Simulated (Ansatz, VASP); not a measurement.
## One calculation of HfO2, two programs

```
O Hf
1.0
     3.60456    0.00000    0.00000
    -1.80228    3.12164    0.00000
     0.00000    0.00000   25.30088
O Hf
8 4
Cartesian
  0.0000 0.0000 7.4898
  0.0000 2.0811 9.0155
  1.8023 1.0405 10.4242
  0.0000 0.0000 11.9008
  0.0000 2.0811 13.4001
  1.8023 1.0405 14.8767
  0.0000 0.0000 16.2854
  0.0000 2.0811 17.8111
  1.8023 1.0405 8.2796
  0.0000 2.0811 11.1676
  0.0000 0.0000 14.1333
  1.8023 1.0405 17.0212
```

Alike in both runs: functional PBE; k mesh 9 × 9 × 1; occupations gaussian, width 0.05 eV; no spin polarisation.

Ansatz relaxed the structure, and its values are those at the end. VASP's run is a single point on that final structure, the one shown.

|  | VASP | Ansatz |
| --- | --- | --- |
| version | VASP 6.6.1 | Ansatz 0.2.0 |
| potentials or method | VASP PAW PBE potentials, release 64 (O, Hf_pv), cutoff 520 eV | scalar-relativistic, plane waves, PAW |
| valence electrons in the cell | 88 | 152 |

```csv
,VASP,Ansatz,Ansatz less VASP
gap on the k mesh at the Fermi level (eV),4.05,4.05,+0.003
least direct gap on the mesh (eV),4.05,4.05,+0.003
rms of the force components (eV/Å),0.046,0.003,-0.0433
```

With one functional, cell and mesh, what is left measures potentials, basis and numerics. VASP's potentials hold 88 valence electrons a cell and Ansatz's 152, so a difference there can come from the potentials and not from the codes. Ansatz's warnings: xc potential rough in thin density.

Spin-orbit coupling is off throughout.
